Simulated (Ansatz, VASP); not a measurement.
## One calculation of InP, two programs

Contents of POSCAR:

```
InP
1.0
    0.0000000000      2.8983147021      2.8983147021
    2.8983147021      0.0000000000      2.8983147021
    2.8983147021      2.8983147021      0.0000000000
In P
1 1
Direct
    0.0000000000      0.0000000000      0.0000000000
    0.2500000000      0.2500000000      0.2500000000
```

Contents of INCAR.step1:

```
SYSTEM = InP
PREC = Accurate
ENCUT = 520
EDIFF = 1E-5
ISMEAR = -1
SIGMA = 0.05
LREAL = .False.
LASPH = .True.
NELM = 100
ALGO = Normal
ISIF = 2
LWAVE = .True.
LCHARG = .False.
GGA = PE
NBANDS = 16
```

INCAR.step2

```
SYSTEM = InP
PREC = Accurate
ENCUT = 520
EDIFF = 1E-6
ISMEAR = -1
SIGMA = 0.05
LREAL = .False.
LASPH = .True.
NELM = 100
ALGO = Normal
ISIF = 2
LWAVE = .False.
LCHARG = .False.
GGA = PE
LHFCALC = .True.
HFSCREEN = 0.2079
PRECFOCK = Normal
ISTART = 1
NBANDS = 16
```

The input KPOINTS:

```
regular mesh
0
Gamma
  4 4 4
  0 0 0
```

Input for Ansatz:

```yaml
crystal:
  lattice:
    - [0.0, 2.898314702132, 2.898314702132]
    - [2.898314702132, 0.0, 2.898314702132]
    - [2.898314702132, 2.898314702132, 0.0]
  atoms:
    - { symbol: In, position: [0.0, 0.0, 0.0] }
    - { symbol: P, position: [0.25, 0.25, 0.25] }
kpoints:
  mp_grid: { grid: [4, 4, 4] }
hamiltonian:
  xc: hse06
  pseudopotentials: { kind: paw }
scf:
  occupations: { method: fermi_dirac, width: 0.05 }
  convergence: { dr2_threshold: "1e-10 eV" }
  exx: { energy_threshold: "2e-8 eV" }
output:
  forces: true
  stress: true
  eigenvalues: true
```

Alike in both runs: task single point; functional HSE06; k mesh 4 × 4 × 4; occupations fermi-dirac, width 0.05 eV; no spin polarisation.

|  | VASP | Ansatz |
| --- | --- | --- |
| version | VASP 6.6.1 | Ansatz 0.2.0 development build |
| potentials or method | VASP PAW PBE potentials, release 64 (In_d, P) | plane waves, PAW datasets (generated soft set 1) |
| plane-wave cutoff (eV) | 520 | 420 |
| valence electrons in the cell | 18 | 18 |

Ansatz gave:

```
gap on the k mesh at the Fermi level (eV) : 1.73
```

Q: What did VASP give for the same quantities?

A: gap on the k mesh at the Fermi level (eV): 1.74.

The k mesh is coarse, so the values compare programs but aren't converged.
